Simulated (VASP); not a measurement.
# ZnAu (Pm-3m) in VASP: further runs, part 2 of 2

VASP 6.6.1.

## 3. Single point, PBE (volume scaled by 0.96)

The input, INCAR:

```
ALGO = Normal
EDIFF = 1E-6
ENCUT = 520
GGA = PE
ISIF = 2
ISMEAR = -1
LASPH = T
LCHARG = F
LREAL = F
LWAVE = F
NBANDS = 18
NELM = 80
PREC = Accurate
SIGMA = 0.05
```

The input, KPOINTS:

```
k-points
0
Gamma
  8 8 8
```

The input, POSCAR:

```
ZnAu
1.0
    3.1044677592      0.0000000000      0.0000000000
    0.0000000000      3.1044677592      0.0000000000
    0.0000000000      0.0000000000      3.1044677592
Au Zn
1 1
Direct
    0.0000000000      0.0000000000      0.0000000000
    0.5000000000      0.5000000000      0.5000000000
```

Potentials or basis: VASP PAW PBE potentials, release 64 (Au, Zn).

Command:

```console
$ cat potpaw_PBE.64/Au/POTCAR potpaw_PBE.64/Zn/POTCAR > POTCAR
$ mpirun -np 1 vasp_std > vasp.out
```

OUTCAR:

```text
EDIFF = 1E-6
   ENCUT = 520
   GGA = PE
   ISIF = 2
   ISMEAR = -1
   LASPH = T
   LREAL = F
   NELM = 80
   PREC = Accurate

 ion  position               nearest neighbor table
   1  0.000  0.000  0.000-   2 2.69   2 2.69   2 2.69   2 2.69   2 2.69   2 2.69   2 2.69   2 2.69

   2  0.500  0.500  0.500-   1 2.69   1 2.69   1 2.69   1 2.69   1 2.69   1 2.69   1 2.69   1 2.69

  LATTYP: Found a simple cubic cell.
 ALAT       =     3.1044677592

  Lattice vectors:

 A1 = (   3.1044677592,   0.0000000000,   0.0000000000)
 A2 = (   0.0000000000,   3.1044677592,   0.0000000000)
 A3 = (   0.0000000000,   0.0000000000,   3.1044677592)

Analysis of symmetry for initial positions (statically):
=====================================================================
 Subroutine PRICEL returns:
 Original cell was already a primitive cell.

 Routine SETGRP: Setting up the symmetry group for a
 simple cubic supercell.

 Subroutine GETGRP returns: Found 48 space group operations
 (whereof 48 operations were pure point group operations)
 out of a pool of 48 trial point group operations.

The static configuration has the point symmetry O_h .

Analysis of symmetry for dynamics (positions and initial velocities):
=====================================================================
 Subroutine PRICEL returns:
 Original cell was already a primitive cell.

 Routine SETGRP: Setting up the symmetry group for a
 simple cubic supercell.

 Subroutine GETGRP returns: Found 48 space group operations
 (whereof 48 operations were pure point group operations)
 out of a pool of 48 trial point group operations.

The dynamic configuration has the point symmetry O_h .

 Subroutine INISYM returns: Found 48 space group operations
 (whereof 48 operations are pure point group operations),
 and found     1 'primitive' translations

----------------------------------------------------------------------------------------

                                     Primitive cell

  volume of cell :      29.9200

  direct lattice vectors                    reciprocal lattice vectors
     3.104467759  0.000000000  0.000000000     0.322116407  0.000000000  0.000000000
     0.000000000  3.104467759  0.000000000     0.000000000  0.322116407  0.000000000
     0.000000000  0.000000000  3.104467759     0.000000000  0.000000000  0.322116407

  length of vectors
     3.104467759  3.104467759  3.104467759     0.322116407  0.322116407  0.322116407

  position of ions in fractional coordinates (direct lattice)
     0.000000000  0.000000000  0.000000000
     0.500000000  0.500000000  0.500000000

  ion indices of the primitive-cell ions
   primitive index   ion index
                 1           1
                 2           2

----------------------------------------------------------------------------------------

 KPOINTS: k-points

Automatic generation of k-mesh.
 Grid dimensions read from file:
 generate k-points for:    8    8    8

 Generating k-lattice:

  Cartesian coordinates                     Fractional coordinates (reciprocal lattice)
     0.040264551  0.000000000  0.000000000     0.125000000  0.000000000  0.000000000
     0.000000000  0.040264551  0.000000000     0.000000000  0.125000000  0.000000000
     0.000000000  0.000000000  0.040264551     0.000000000  0.000000000  0.125000000

  Length of vectors
     0.040264551  0.040264551  0.040264551

  Shift w.r.t. Gamma in fractional coordinates (k-lattice)
     0.000000000  0.000000000  0.000000000

 Subroutine IBZKPT returns following result:
 ===========================================

 Found     35 irreducible k-points:

 Following reciprocal coordinates:
            Coordinates               Weight
  0.000000  0.000000  0.000000      1.000000
  0.125000  0.000000  0.000000      6.000000
  0.250000  0.000000  0.000000      6.000000
  0.375000  0.000000  0.000000      6.000000
  0.500000  0.000000  0.000000      3.000000
  0.125000  0.125000  0.000000     12.000000
[... 16 lines left out ...]
  0.375000  0.375000  0.125000     24.000000
  0.500000  0.375000  0.125000     24.000000
 [... further k-points ...]
   k-points           NKPTS =     35   k-points in BZ     NKDIM =     35   number of bands    NBANDS=     18
   number of dos      NEDOS =    301   number of ions     NIONS =      2
   total plane-waves  NPLWV =  13824
   dimension x,y,z NGX =    24 NGY =   24 NGZ =   24
   dimension x,y,z NGXF=    48 NGYF=   48 NGZF=   48
   ions per type =               1   1
   NGX,Y,Z   is equivalent  to a cutoff of  12.85, 12.85, 12.85 a.u.
   NGXF,Y,Z  is equivalent  to a cutoff of  25.70, 25.70, 25.70 a.u.
 SYSTEM =  unknown system
   PREC   = accura    normal or accurate (medium, high low for compatibility)
   ISTART =      0    job   : 0-new  1-cont  2-samecut
   ICHARG =      2    charge: 1-file 2-atom 10-const
   ISPIN  =      1    spin polarized calculation?
   LNONCOLLINEAR =      F non collinear calculations
   LSORBIT =      F    spin-orbit coupling
   LASPH  =      T    aspherical Exc in radial PAW
   ENCUT  =  520.0 eV  38.22 Ry    6.18 a.u.   5.77  5.77  5.77*2*pi/ulx,y,z
   NELM   =     80;   NELMIN=  2; NELMDL= -5     # of ELM steps
   EDIFF  = 0.1E-05   stopping-criterion for ELM
   LREAL  =      F    real-space projection
   EDIFFG = 0.1E-04   stopping-criterion for IOM
   NSW    =      0    number of steps for IOM
   IBRION =     -1    ionic relax: 0-MD 1-quasi-New 2-CG
   NFREE  =      0    steps in history (QN), initial steepest desc. (CG)
   ISIF   =      2    stress and relaxation
   ISYM   =      2    0-nonsym 1-usesym 2-fastsym
   POTIM  = 0.5000    time-step for ionic-motion
   TEBEG  =    0.0;   TEEND  =   0.0 temperature during run
   PSTRESS=    0.0 pullay stress
   NELECT =      23.0000    total number of electrons
   NUPDOWN=      -1.0000    fix difference up-down
   EMIN   =  10.00;   EMAX   =-10.00  energy-range for DOS
   EFERMI =   0.00;   METHOD = LEGACY
   ISMEAR =    -1;   SIGMA  =   0.05  broadening in eV -4-tet -1-fermi 0-gaus
   EFERMI_NEDOS =   21; number of points for ismear=-14 and -15
   IALGO  =     38    algorithm
   IMIX   =      4    mixing-type and parameters
     AMIX     =   0.40;   BMIX     =  1.00
     AMIX_MAG =   1.60;   BMIX_MAG =  1.00
  volume/ion in A,a.u.               =      14.96       100.96
  Fermi-wavevector in a.u.,A,eV,Ry     =   1.499674  2.833974 30.599817  2.249023
  Thomas-Fermi vector in A             =   2.611274
   LORBIT       =      0    0 simple, 1 ext, 2 COOP (PROOUT), +10 PAW based schemes
   GGA     = PE    functional components
   LHFCALC =     F    Hartree Fock is set to
   AEXX    =    0.0000 exact exchange contribution
   IVDW    =     0    specifies the selected vdW correction
   LEPSILON=     F    determine dielectric tensor
   LRPA    =     F    only Hartree local field effects (RPA)
 non-spin polarized calculation
  energy-cutoff  :      520.00
  volume of cell :       29.92
 maximum number of plane-waves:       840
 NGX is ok and might be reduce to    24
   NGX = 11   NGY = 11   NGZ = 11

 number of electron      22.9999960 magnetization

 Free energy of the ion-electron system (eV)
  ---------------------------------------------------
  ext. energy  EPLUGINS =         0.00000000
  ---------------------------------------------------
  free energy    TOTEN  =        -4.67293278 eV

  energy without entropy =       -4.67007198  energy(sigma->0) =       -4.67150238

 E-fermi :   7.5109     XC(G=0): -12.6121

 val. band max:        7.3392217714   @ k =   0.3750   0.2500   0.1250
 cond. band min:       7.6579774160   @ k =   0.3750   0.3750   0.1250
 fundamental gap:      0.3187556446
 Fermi energy:         7.5108840453

 k-point     1 :       0.0000    0.0000    0.0000
  band No.  band energies     occupation
      1      -3.3958      2.00000
      2      -0.7275      2.00000
      3      -0.7275      2.00000
      4       0.0667      2.00000
      5       0.0667      2.00000
      6       0.0667      2.00000
[... 10 lines left out ...]
     17      20.0437      0.00000
     18      26.0723      0.00000
[... 463 lines left out ...]
 k-point    24 :       0.5000    0.3750    0.1250
  band No.  band energies     occupation
      1      -0.7392      2.00000
      2      -0.6712      2.00000
      3      -0.2609      2.00000
      4      -0.2519      2.00000
      5       0.3488      2.00000
      6       1.0833      2.00000
[... 10 lines left out ...]
     17      20.0466      0.00000
     18      22.4421      0.00000

 [... further k-points ...]

------------------------ aborting loop because EDIFF is reached ----------------------------------------

  FORCE on cell =-STRESS in cart. coord.  units (eV):
  Direction    XX          YY          ZZ          XY          YZ          ZX
  --------------------------------------------------------------------------------------
  -------------------------------------------------------------------------------------
  Total        2.2046593      2.2046593      2.2046593     -0.0000000     -0.0000000     -0.0000000
  in kB      118.0566921    118.0566921    118.0566921     -0.0000000     -0.0000000     -0.0000000
  external PRESSURE =     118.0566921 kB  Pullay stress =       0.0000000 kB

 VOLUME and BASIS-vectors are now :
 -----------------------------------------------------------------------------
  energy-cutoff  :      520.00
  volume of cell :       29.92
      direct lattice vectors                 reciprocal lattice vectors
     3.104467759  0.000000000  0.000000000     0.322116407  0.000000000  0.000000000
     0.000000000  3.104467759  0.000000000     0.000000000  0.322116407  0.000000000
     0.000000000  0.000000000  3.104467759     0.000000000  0.000000000  0.322116407

 POSITION                                       TOTAL-FORCE (eV/Angst)
 -----------------------------------------------------------------------------------
      0.00000      0.00000      0.00000         0.000000      0.000000      0.000000
      1.55223      1.55223      1.55223         0.000000      0.000000      0.000000
 -----------------------------------------------------------------------------------
    total drift:                                0.000000      0.000000     -0.000000

  FREE ENERGIE OF THE ION-ELECTRON SYSTEM (eV)
  ---------------------------------------------------
  free  energy   TOTEN  =        -4.6729327811 eV

  energy  without entropy=       -4.6700719829  energy(sigma->0) =       -4.67150238
```

stdout:

```text
POSCAR found type information on POSCAR AuZn
 POSCAR found :  2 types and       2 ions
 scaLAPACK will be used
 LDA part: xc-table for (Slater+PW92), standard interpolation
 POSCAR, INCAR and KPOINTS ok, starting setup
 FFT: planning ... GRIDC
 FFT: planning ... GRID_SOFT
 FFT: planning ... GRID
 WAVECAR not read
 entering main loop
```

Run time: 11 s. Hardware: 1 thread of AMD EPYC 7R13 (Zen 3), shared host; peak memory 0.12 GiB.

What came out:

- Free energy: -4.6729 eV
- Pressure: 11.8 GPa

Caveat: spin-orbit coupling is left out, which moves the levels of the heavy elements.
